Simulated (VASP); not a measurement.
Input of a VASP 6.6.1 run:

POSCAR

```
Sb
1.0
    3.0245038180      0.0000000000      0.0000000000
    0.0000000000      3.0245038180      0.0000000000
    0.0000000000      0.0000000000      3.0245038180
Sb
1
Direct
    0.0000000000      0.0000000000      0.0000000000
```

The input INCAR.step1:

```
  PREC = Accurate
  ENCUT = 520
  ISMEAR = 0
  SIGMA = 0.1
  LREAL = F
  LASPH = T
  NELM = 60
  NBANDS = 8
  GGA = PE
  ALGO = Normal
  EDIFF = 1E-4
  LWAVE = T
  LCHARG = F
```

File INCAR.step2:

```
  PREC = Accurate
  ENCUT = 520
  EDIFF = 1E-6
  ISMEAR = 0
  SIGMA = 0.1
  LREAL = F
  LASPH = T
  NELM = 60
  ALGO = Normal
  ISIF = 2
  LWAVE = F
  LCHARG = T
  METAGGA = R2SCAN
  LMIXTAU = T
  LELF = T
  LVHAR = T
  NBANDS = 8
  ISTART = 1
```

The input KPOINTS:

```
regular mesh
0
Gamma
  14 14 14
```

Potentials or basis: VASP PAW PBE potentials, release 64 (Sb).

Command:

```console
$ cat potpaw_PBE.64/Sb/POTCAR > POTCAR
$ cp INCAR.step1 INCAR
$ mpirun -np 1 vasp_std > vasp.out
$ cp INCAR.step2 INCAR
$ mpirun -np 1 vasp_std > vasp.out
```

Problem. What does it give for the pressure?

Solution. 4.2 GPa.

Caveat: the PAW data sets were made with another functional, which shifts forces and pressure a little.
